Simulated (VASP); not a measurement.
# Si in VASP: further runs, part 2 of 4

VASP 6.6.1. The steps go on from the part before.

### 3 Single point, PBEsol

INCAR

```
SYSTEM = Si
ALGO     = Normal         ! electronic algorithm
DIPOL    = 0.5 0.5 0.500
EDIFF    = 1E-7           ! SCF threshold, eV
ENCUT    = 520            ! plane-wave cutoff, eV
GGA      = PS             ! functional
IDIPOL   = 3            
ISIF     = 2              ! what is computed and relaxed
ISMEAR   = 0              ! smearing method
LASPH    = .TRUE.         ! aspherical terms in the spheres
LCHARG   = .FALSE.        ! write CHGCAR
LDIPOL   = .TRUE.       
LREAL    = .FALSE.        ! projectors in reciprocal space
LWAVE    = .FALSE.        ! write WAVECAR
NBANDS   = 31             ! bands
NELM     = 60             ! most SCF steps
PREC     = Accurate       ! precision mode
SIGMA    = 0.05           ! smearing width, eV
```

KPOINTS

```
k-points
0
G
  9 9 1
  0 0 0
```

POSCAR

```
Si
1.0
    3.8417168285      0.0000000000      0.0000000000
    0.0000000000      3.8417168285      0.0000000000
    0.0000000000      0.0000000000     27.2242680938
Si
10
Direct
    0.0000000000      0.5000000000      0.2765580816
    0.0000000000      0.0000000000      0.3259061771
    0.5000000000      0.0000000000      0.3756032207
    0.5000000000      0.5000000000      0.4250981318
    0.0000000000      0.5000000000      0.4750755353
    0.0000000000      0.0000000000      0.5249244577
    0.5000000000      0.0000000000      0.5749018623
    0.5000000000      0.5000000000      0.6243967750
    0.0000000000      0.5000000000      0.6740938160
    0.0000000000      0.0000000000      0.7234419425
```

Potentials or basis: VASP PAW PBE potentials, release 64 (Si).

Run with:

```
$ cat potpaw_PBE.64/Si/POTCAR > POTCAR
$ mpirun -np 1 vasp_std > vasp.out
```

OUTCAR:

```text
SYSTEM = Si
   EDIFF = 1E-7
   ENCUT = 520
   GGA = PS
   ISIF = 2
   ISMEAR = 0
   LASPH = .TRUE.
   LREAL = .FALSE.
   NELM = 60
   PREC = Accurate

 ion  position               nearest neighbor table
   1  0.000  0.500  0.277-   2 2.34   2 2.34
   2  0.000  0.000  0.326-   1 2.34   1 2.34   3 2.35   3 2.35
   3  0.500  0.000  0.376-   4 2.35   4 2.35   2 2.35   2 2.35
   4  0.500  0.500  0.425-   3 2.35   3 2.35   5 2.35   5 2.35
   5  0.000  0.500  0.475-   6 2.35   6 2.35   4 2.35   4 2.35
   6  0.000  0.000  0.525-   5 2.35   5 2.35   7 2.35   7 2.35
   7  0.500  0.000  0.575-   8 2.35   8 2.35   6 2.35   6 2.35
   8  0.500  0.500  0.624-   7 2.35   7 2.35   9 2.35   9 2.35
   9  0.000  0.500  0.674-  10 2.34  10 2.34   8 2.35   8 2.35
  10  0.000  0.000  0.723-   9 2.34   9 2.34

  LATTYP: Found a simple tetragonal cell.
 ALAT       =     3.8417168285
 C/A-ratio  =     7.0864848476

  Lattice vectors:

 A1 = (   3.8417168285,   0.0000000000,   0.0000000000)
[... 213 lines left out ...]
      6      -6.5738      2.00000
[... 805 lines left out ...]
     30       4.2594      0.00000
     31       4.6701      0.00000

 [... further k-points ...]

------------------------ aborting loop because EDIFF is reached ----------------------------------------

 vacuum level on the upper side and lower side of the slab       (xc-potential included)        -0.085        -0.085

  FORCE on cell =-STRESS in cart. coord.  units (eV):
  Direction    XX          YY          ZZ          XY          YZ          ZX
  --------------------------------------------------------------------------------------
  -------------------------------------------------------------------------------------
  Total       -3.8721247      0.0303769      0.1217539      0.0000000      0.0000000      0.0000000
  in kB      -15.4402031      0.1211286      0.4854972      0.0000000      0.0000000      0.0000000
  external PRESSURE =      -4.9445258 kB  Pullay stress =       0.0000000 kB

 VOLUME and BASIS-vectors are now :
 -----------------------------------------------------------------------------
  energy-cutoff  :      520.00
  volume of cell :      401.80
      direct lattice vectors                 reciprocal lattice vectors
     3.841716829  0.000000000  0.000000000     0.260300289  0.000000000  0.000000000
     0.000000000  3.841716829  0.000000000     0.000000000  0.260300289  0.000000000
     0.000000000  0.000000000 27.224268094     0.000000000  0.000000000  0.036731933

 POSITION                                       TOTAL-FORCE (eV/Angst)
 -----------------------------------------------------------------------------------
      0.00000      1.92086      7.52909         0.000000      0.000000     -0.008364
      0.00000      0.00000      8.87256         0.000000      0.000000     -0.005282
      1.92086      0.00000     10.22552         0.000000      0.000000      0.001947
      1.92086      1.92086     11.57299         0.000000      0.000000      0.000741
      0.00000      1.92086     12.93358         0.000000      0.000000      0.000824
      0.00000      0.00000     14.29068         0.000000      0.000000     -0.000824
      1.92086      0.00000     15.65128         0.000000      0.000000     -0.000741
      1.92086      1.92086     16.99875         0.000000      0.000000     -0.001947
      0.00000      1.92086     18.35171         0.000000      0.000000      0.005282
      0.00000      0.00000     19.69518         0.000000      0.000000      0.008364
 -----------------------------------------------------------------------------------
    total drift:                               -0.000000     -0.000000      0.000672

  FREE ENERGIE OF THE ION-ELECTRON SYSTEM (eV)
  ---------------------------------------------------
  free  energy   TOTEN  =       -53.2380829395 eV

  energy  without entropy=      -53.2298924424  energy(sigma->0) =      -53.23398769

 vacuum level on the upper side and lower side of the slab         5.452         5.451
```

OSZICAR:

```text
N       E                     dE             d eps       ncg     rms          rms(c)
DAV:   1     0.154397622416E+03    0.15440E+03   -0.13542E+04  1550   0.971E+02
DAV:   2    -0.398109752604E+02   -0.19421E+03   -0.18741E+03  2103   0.164E+02
DAV:   3    -0.539355014563E+02   -0.14125E+02   -0.13874E+02  1889   0.430E+01
[... 17 lines left out ...]
DAV:  21    -0.532380791421E+02   -0.65886E-05   -0.11036E-07  1404   0.862E-04    0.101E-03
DAV:  22    -0.532380818933E+02   -0.27511E-05   -0.81416E-08  1367   0.635E-04    0.598E-04
DAV:  23    -0.532380827289E+02   -0.83565E-06   -0.22029E-08  1260   0.385E-04    0.131E-04
DAV:  24    -0.532380828882E+02   -0.15924E-06   -0.39041E-09  1146   0.192E-04    0.115E-04
DAV:  25    -0.532380829395E+02   -0.51314E-07   -0.12832E-09  1104   0.109E-04
   1 F= -.53238083E+02 E0= -.53233988E+02  d E =-.819050E-02
```

stdout:

```text
POSCAR found type information on POSCAR Si
 POSCAR found :  1 types and      10 ions
 scaLAPACK will be used
 -----------------------------------------------------------------------------
|                                                                             |
|                                                                             |
|     You enforced a specific xc type in the INCAR file but a different       |
|     I HOPE YOU KNOW WHAT YOU ARE DOING!                                     |
|                                                                             |
 -----------------------------------------------------------------------------

 LDA part: xc-table for (Slater+PW92), standard interpolation
 POSCAR, INCAR and KPOINTS ok, starting setup
 FFT: planning ... GRIDC
 FFT: planning ... GRID_SOFT
 FFT: planning ... GRID
 WAVECAR not read
 entering main loop
```

Run time: 9.7 min. Hardware: 1 thread of AMD EPYC 7R43 (Zen 3), shared host; peak memory 0.51 GiB.

What came out:

```
Free energy            : -53.2381 eV
Largest force          : 0.008 eV/Å
Band gap on the k mesh : zero (bands 20 and 21 overlap by 0.90 eV)
```

Forces in eV/Å, atoms in the order of the input:
```
Si   0.000  0.000 -0.008
Si   0.000  0.000 -0.005
Si   0.000  0.000  0.002
Si   0.000  0.000  0.001
Si   0.000  0.000  0.001
Si   0.000  0.000 -0.001
Si   0.000  0.000 -0.001
Si   0.000  0.000 -0.002
Si   0.000  0.000  0.005
Si   0.000  0.000  0.008
```

Caveat: the PAW data sets were made with another functional, which shifts forces and pressure a little.

### 4 Single point, PBEsol

INCAR

```
SYSTEM = Si
PREC = Accurate
ENCUT = 520
EDIFF = 1E-6
ISMEAR = -1
SIGMA = 0.3
LREAL = .False.
LASPH = .True.
NELM = 60
ALGO = Normal
ISIF = 2
LWAVE = .False.
LCHARG = .False.
LDIPOL = .True.
IDIPOL = 3
DIPOL = 0.5 0.5 0.500
GGA = PS
NBANDS = 31
```

KPOINTS

```
Automatic mesh
0
Gamma
  9 9 1
  0 0 0
```

POSCAR

```
Si
1.0
    3.8417168285      0.0000000000      0.0000000000
    0.0000000000      3.8417168285      0.0000000000
    0.0000000000      0.0000000000     27.2242680938
Si
10
Direct
    0.0000000000      0.5000000000      0.2754894998
    0.0000000000      0.0000000000      0.3253807221
    0.5000000000      0.0000000000      0.3752719443
    0.5000000000      0.5000000000      0.4251631666
    0.0000000000      0.5000000000      0.4750543889
    0.0000000000      0.0000000000      0.5249456111
    0.5000000000      0.0000000000      0.5748368334
    0.5000000000      0.5000000000      0.6247280557
    0.0000000000      0.5000000000      0.6746192779
    0.0000000000      0.0000000000      0.7245105002
```

Potentials or basis: VASP PAW PBE potentials, release 64 (Si).

Run with:

```
$ cat potpaw_PBE.64/Si/POTCAR > POTCAR
$ mpirun -np 1 vasp_std > vasp.out
```

OUTCAR:

```text
SYSTEM = Si
   PREC = Accurate
   ENCUT = 520
   EDIFF = 1E-6
   ISMEAR = -1
   LREAL = .False.
   LASPH = .True.
   NELM = 60
   ISIF = 2
   GGA = PS

 ion  position               nearest neighbor table
   1  0.000  0.500  0.275-   2 2.35   2 2.35
   2  0.000  0.000  0.325-   3 2.35   3 2.35   1 2.35   1 2.35
   3  0.500  0.000  0.375-   2 2.35   2 2.35   4 2.35   4 2.35
   4  0.500  0.500  0.425-   3 2.35   5 2.35   3 2.35   5 2.35
   5  0.000  0.500  0.475-   6 2.35   6 2.35   4 2.35   4 2.35
   6  0.000  0.000  0.525-   5 2.35   5 2.35   7 2.35   7 2.35
   7  0.500  0.000  0.575-   6 2.35   8 2.35   8 2.35   6 2.35
   8  0.500  0.500  0.625-   9 2.35   9 2.35   7 2.35   7 2.35
   9  0.000  0.500  0.675-   8 2.35   8 2.35  10 2.35  10 2.35
  10  0.000  0.000  0.725-   9 2.35   9 2.35

  LATTYP: Found a simple tetragonal cell.
 ALAT       =     3.8417168285
 C/A-ratio  =     7.0864848476

  Lattice vectors:

 A1 = (   3.8417168285,   0.0000000000,   0.0000000000)
 A2 = (   0.0000000000,   3.8417168285,   0.0000000000)
 A3 = (   0.0000000000,   0.0000000000,  27.2242680938)

Analysis of symmetry for initial positions (statically):
=====================================================================
 Subroutine PRICEL returns:
 Original cell was already a primitive cell.

 Routine SETGRP: Setting up the symmetry group for a
 simple tetragonal supercell.

 Subroutine GETGRP returns: Found  8 space group operations
 (whereof  4 operations were pure point group operations)
 out of a pool of 16 trial point group operations.

The static configuration has the point symmetry C_2v.
 The point group associated with its full space group is D_2h.

Analysis of symmetry for dynamics (positions and initial velocities):
=====================================================================
 Subroutine PRICEL returns:
 Original cell was already a primitive cell.

 Routine SETGRP: Setting up the symmetry group for a
 simple tetragonal supercell.

 Subroutine GETGRP returns: Found  8 space group operations
 (whereof  4 operations were pure point group operations)
 out of a pool of 16 trial point group operations.

The dynamic configuration has the point symmetry C_2v.
 The point group associated with its full space group is D_2h.

 Subroutine INISYM returns: Found  8 space group operations
 (whereof  4 operations are pure point group operations),
 and found     1 'primitive' translations

----------------------------------------------------------------------------------------

                                     Primitive cell

  volume of cell :     401.7972

  direct lattice vectors                    reciprocal lattice vectors
     3.841716829  0.000000000  0.000000000     0.260300289  0.000000000  0.000000000
     0.000000000  3.841716829  0.000000000     0.000000000  0.260300289  0.000000000
     0.000000000  0.000000000 27.224268094     0.000000000  0.000000000  0.036731933

  length of vectors
     3.841716829  3.841716829 27.224268094     0.260300289  0.260300289  0.036731933

  position of ions in fractional coordinates (direct lattice)
     0.000000000  0.500000000  0.275489500
     0.000000000  0.000000000  0.325380722
[... 78 lines left out ...]
   dimension x,y,z NGXF=    60 NGYF=   60 NGZF=  420
   ions per type =              10
   NGX,Y,Z   is equivalent  to a cutoff of  12.98, 12.98, 12.82 a.u.
   NGXF,Y,Z  is equivalent  to a cutoff of  25.96, 25.96, 25.65 a.u.
 SYSTEM =  Si
   PREC   = accura    normal or accurate (medium, high low for compatibility)
   ISTART =      0    job   : 0-new  1-cont  2-samecut
   ICHARG =      2    charge: 1-file 2-atom 10-const
   ISPIN  =      1    spin polarized calculation?
   LNONCOLLINEAR =      F non collinear calculations
   LSORBIT =      F    spin-orbit coupling
   LASPH  =      T    aspherical Exc in radial PAW
   ENCUT  =  520.0 eV  38.22 Ry    6.18 a.u.   7.14  7.14 50.62*2*pi/ulx,y,z
   NELM   =     60;   NELMIN=  2; NELMDL= -5     # of ELM steps
   EDIFF  = 0.1E-05   stopping-criterion for ELM
   LREAL  =      F    real-space projection
   EDIFFG = 0.1E-04   stopping-criterion for IOM
   NSW    =      0    number of steps for IOM
   IBRION =     -1    ionic relax: 0-MD 1-quasi-New 2-CG
   NFREE  =      0    steps in history (QN), initial steepest desc. (CG)
   ISIF   =      2    stress and relaxation
   ISYM   =      2    0-nonsym 1-usesym 2-fastsym
   POTIM  = 0.5000    time-step for ionic-motion
   TEBEG  =    0.0;   TEEND  =   0.0 temperature during run
   PSTRESS=    0.0 pullay stress
   NELECT =      40.0000    total number of electrons
   NUPDOWN=      -1.0000    fix difference up-down
   EMIN   =  10.00;   EMAX   =-10.00  energy-range for DOS
   EFERMI =   0.00;   METHOD = LEGACY
   ISMEAR =    -1;   SIGMA  =   0.30  broadening in eV -4-tet -1-fermi 0-gaus
   EFERMI_NEDOS =   21; number of points for ismear=-14 and -15
   IALGO  =     38    algorithm
   IMIX   =      4    mixing-type and parameters
     AMIX     =   0.40;   BMIX     =  1.00
     AMIX_MAG =   1.60;   BMIX_MAG =  1.00
  volume/ion in A,a.u.               =      40.18       271.15
  Fermi-wavevector in a.u.,A,eV,Ry     =   0.758739  1.433809  7.832672  0.575685
  Thomas-Fermi vector in A             =   1.857377
   LORBIT       =      0    0 simple, 1 ext, 2 COOP (PROOUT), +10 PAW based schemes
   GGA     = PS    functional components
   LHFCALC =     F    Hartree Fock is set to
   AEXX    =    0.0000 exact exchange contribution
   IVDW    =     0    specifies the selected vdW correction
   LEPSILON=     F    determine dielectric tensor
   LRPA    =     F    only Hartree local field effects (RPA)
 non-spin polarized calculation
  energy-cutoff  :      520.00
  volume of cell :      401.80
 maximum number of plane-waves:     10854
 NGX is ok and might be reduce to    30
   NGX = 15   NGY = 15   NGZ =101

 dipolmoment           0.000000      0.000000      0.000000 electrons x Angstroem

 number of electron      39.9999999 magnetization

 dipolmoment           0.000000      0.000000     -0.000000 electrons x Angstroem

 Free energy of the ion-electron system (eV)
  ---------------------------------------------------
  ext. energy  EPLUGINS =         0.00000000
  ---------------------------------------------------
  free energy    TOTEN  =       -53.87826171 eV

  energy without entropy =      -52.74017634  energy(sigma->0) =      -53.30921903

 E-fermi :   0.2088     XC(G=0):  -5.4565

 val. band max:        0.2059592276   @ k =   0.1111   0.0000   0.0000
 cond. band min:       0.2141403212   @ k =   0.0000   0.1111   0.0000
 fundamental gap:      0.0081810936
 Fermi energy:         0.2087675310

 k-point     1 :       0.0000    0.0000    0.0000
  band No.  band energies     occupation
      1     -11.6126      2.00000
      2     -11.0781      2.00000
      3     -10.3041      2.00000
      4      -9.2787      2.00000
      5      -8.0300      2.00000
      6      -6.5881      2.00000
[... 805 lines left out ...]
     30       4.2109      0.00000
     31       4.6354      0.00000

 [... further k-points ...]

------------------------ aborting loop because EDIFF is reached ----------------------------------------

 vacuum level on the upper side and lower side of the slab       (xc-potential included)        -0.122        -0.122

  FORCE on cell =-STRESS in cart. coord.  units (eV):
  Direction    XX          YY          ZZ          XY          YZ          ZX
  --------------------------------------------------------------------------------------
  -------------------------------------------------------------------------------------
  Total       -3.6156143     -0.5710769      0.2121115      0.0000000      0.0000000      0.0000000
  in kB      -14.4173608     -2.2771846      0.8458006      0.0000000      0.0000000      0.0000000
  external PRESSURE =      -5.2829150 kB  Pullay stress =       0.0000000 kB

 VOLUME and BASIS-vectors are now :
 -----------------------------------------------------------------------------
  energy-cutoff  :      520.00
  volume of cell :      401.80
      direct lattice vectors                 reciprocal lattice vectors
     3.841716829  0.000000000  0.000000000     0.260300289  0.000000000  0.000000000
     0.000000000  3.841716829  0.000000000     0.000000000  0.260300289  0.000000000
     0.000000000  0.000000000 27.224268094     0.000000000  0.000000000  0.036731933

 POSITION                                       TOTAL-FORCE (eV/Angst)
 -----------------------------------------------------------------------------------
      0.00000      1.92086      7.50000         0.000000      0.000000      0.007561
      0.00000      0.00000      8.85825         0.000000      0.000000     -0.038071
      1.92086      0.00000     10.21650         0.000000      0.000000      0.008443
      1.92086      1.92086     11.57476         0.000000      0.000000     -0.001508
      0.00000      1.92086     12.93301         0.000000      0.000000     -0.004695
      0.00000      0.00000     14.29126         0.000000      0.000000      0.004695
      1.92086      0.00000     15.64951         0.000000      0.000000      0.001508
      1.92086      1.92086     17.00776         0.000000      0.000000     -0.008443
      0.00000      1.92086     18.36602         0.000000      0.000000      0.038071
      0.00000      0.00000     19.72427         0.000000      0.000000     -0.007561
 -----------------------------------------------------------------------------------
    total drift:                                0.000000      0.000000      0.000000

  FREE ENERGIE OF THE ION-ELECTRON SYSTEM (eV)
  ---------------------------------------------------
  free  energy   TOTEN  =       -53.8782617069 eV

  energy  without entropy=      -52.7401763444  energy(sigma->0) =      -53.30921903

 vacuum level on the upper side and lower side of the slab         5.422         5.422
```

Wall time 8.8 min (1 thread of AMD EPYC 7R43 (Zen 3), shared host); peak memory 0.51 GiB.

What came out:

```
Free energy            : -53.8783 eV
Largest force          : 0.038 eV/Å
Band gap on the k mesh : zero (bands 20 and 21 overlap by 0.90 eV)
```

Forces on the atoms (eV/Å):
```
Si   0.000  0.000  0.008
Si   0.000  0.000 -0.038
Si   0.000  0.000  0.008
Si   0.000  0.000 -0.002
Si   0.000  0.000 -0.005
Si   0.000  0.000  0.005
Si   0.000  0.000  0.002
Si   0.000  0.000 -0.008
Si   0.000  0.000  0.038
Si   0.000  0.000 -0.008
```

Levels at points of the mesh, in eV from the Fermi level:
| k point | band 18 | band 19 | band 20 | band 21 | band 22 | band 23 |
| --- | --- | --- | --- | --- | --- | --- |
| (0.00, 0.00, 0.00) | -0.31 | -0.22 | 0.23 | 0.68 | 0.68 | 1.29 |

Caveat: so wide a smearing shifts energies and pressures; the PAW data sets were made with another functional, which shifts forces and pressure a little.

(Part 2 of 4 ends here.)
